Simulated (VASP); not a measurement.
Crystal: GaP2.

```
Ga P
1.0
     6.15616    0.00000    0.00000
     0.00000    6.15616    0.00000
     0.00000    0.00000    2.25737
Ga P
2 4
Direct
  0.00000 0.00000 0.00000
  0.50000 0.50000 0.00000
  0.17680 0.32320 0.00000
  0.32320 0.82320 0.00000
  0.82320 0.67680 0.00000
  0.67680 0.17680 0.00000
```

The cell was built from a structure type or drawn by symmetry, and may not be a known phase.

```yaml
Program: VASP 6.6.1
Task: relaxation of cell and atoms
Functional: PBE
Potentials_or_basis: VASP PAW PBE potentials, release 64 (Ga_d, P)
Cutoff: 600 eV
k_mesh: 4 × 4 × 8
Occupations: gaussian, width 0.1 eV
Spin: no spin polarisation
```

At the start: pressure 35.7 GPa; volume 14.26 Å³/atom.

Question: Where does the relaxation end?

Answer: Over 29 steps the energy falls by 846.9 meV/atom and the volume is 18.54 Å³/atom (+30.0 %); space group P4/mbm (No. 127, to 0.1 Å) before and after.

The path:
```tsv
step	energy change (eV)	largest force (eV/Å)	pressure (GPa)	volume (Å³)
1	0.0000	1.4659	35.74	85.55
2	-1.7307	0.2497	-8.90	131.28
3	-2.3752	0.5287	-0.46	111.18
4	-2.4654	0.5184	-0.47	110.93
5	-2.6637	0.4098	1.49	110.02
6	-2.7216	0.4320	0.17	111.54
7	-2.8461	0.5428	-3.08	116.18
8	-3.0685	1.0300	-6.57	125.84
9	-3.5682	2.3459	-0.85	146.71
10	-3.3022	1.5183	-6.20	128.71
11	-3.9057	1.1993	-5.32	137.51
12	-3.9645	0.1107	-3.54	142.07
13	-3.9843	0.6459	-4.51	139.95
14	-3.9884	0.4426	-4.24	140.59
15	-4.0086	0.0764	-3.81	141.10
16	-4.0099	0.0527	-3.68	141.26
17	-4.0352	0.0501	-3.69	140.83
18	-4.1099	0.0426	-3.77	139.53
19	-4.2546	0.0421	-3.89	136.94
20	-4.5164	0.0805	-3.95	131.80
21	-4.9108	0.1735	-3.06	121.72
22	-4.5944	0.3938	6.48	102.34
23	-5.0263	0.4486	-1.50	116.40
24	-5.0434	0.5023	0.06	112.06
25	-5.0489	0.4930	-0.51	113.44
26	-5.0776	0.0752	-0.17	111.52
27	-5.0789	0.0254	-0.06	111.01
28	-5.0808	0.0121	-0.01	111.13
29	-5.0812	0.0019	0.02	111.22
```

Final structure:
```cif
data_structure
_symmetry_space_group_name_H-M 'P 1'
_symmetry_Int_Tables_number 1
_cell_length_a 6.5967
_cell_length_b 6.5967
_cell_length_c 2.5557
_cell_angle_alpha 90.000
_cell_angle_beta 90.000
_cell_angle_gamma 90.000
_cell_volume 111.22
loop_
_atom_site_label
_atom_site_type_symbol
_atom_site_fract_x
_atom_site_fract_y
_atom_site_fract_z
_atom_site_occupancy
Ga1 Ga 0.00000 0.00000 0.00000 1
Ga2 Ga 0.50000 0.50000 0.00000 1
P1 P 0.11424 0.38576 0.00000 1
P2 P 0.38576 0.88576 0.00000 1
P3 P 0.88576 0.61424 0.00000 1
P4 P 0.61424 0.11424 0.00000 1
```

Caveat: the volume moved by over 15 % at a fixed basis, so the end points are rough.
